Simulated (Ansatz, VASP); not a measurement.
**Ta2N in VASP and in Ansatz**

```
CELL_PARAMETERS angstrom
3.06184 0.00000 0.00000
-1.53092 2.65163 0.00000
0.00000 0.00000 4.78716
ATOMIC_POSITIONS crystal
Ta 0.66667 0.33333 0.74669
Ta 0.33333 0.66667 0.25331
N 0.00000 0.00000 0.00000
```

Alike in both runs: task single point; functional LDA; k mesh 18 × 18 × 10; occupations gaussian, width 0.15 eV; no spin polarisation.

|  | VASP | Ansatz |
| --- | --- | --- |
| version | VASP 6.6.1 | Ansatz 0.2.0 |
| potentials or method | VASP PAW LDA potentials, release 64 (Ta_sv_GW, N), cutoff 700 eV | scalar-relativistic, plane waves, PAW |
| valence electrons in the cell | 31 | 31 |

Ansatz gave:

| Quantity | Value |
| --- | --- |
| gap on the k mesh at the Fermi level (eV) | none |
| pressure (GPa) | 0.0 |
| traceless stress, the component that is largest in VASP (GPa) | 0.01 |
| rms of the force components (eV/Å) | 0.008 |

Question: Estimate VASP's values.

Answer: gap on the k mesh at the Fermi level (eV): none; pressure (GPa): 1.0; traceless stress, the component that is largest in VASP (GPa): -0.12; rms of the force components (eV/Å): 0.026.

Ansatz warns that its potentials were made for another functional, while VASP's fit it. LDA's correlation is that of Perdew and Zunger in VASP and of Perdew and Wang (1992) in Ansatz. Atom by atom the forces differ by 0.018 eV/Å (rms over components). A gap of «none» marks a metal or a gap that the smearing closes.

Neither program's run includes spin-orbit coupling.
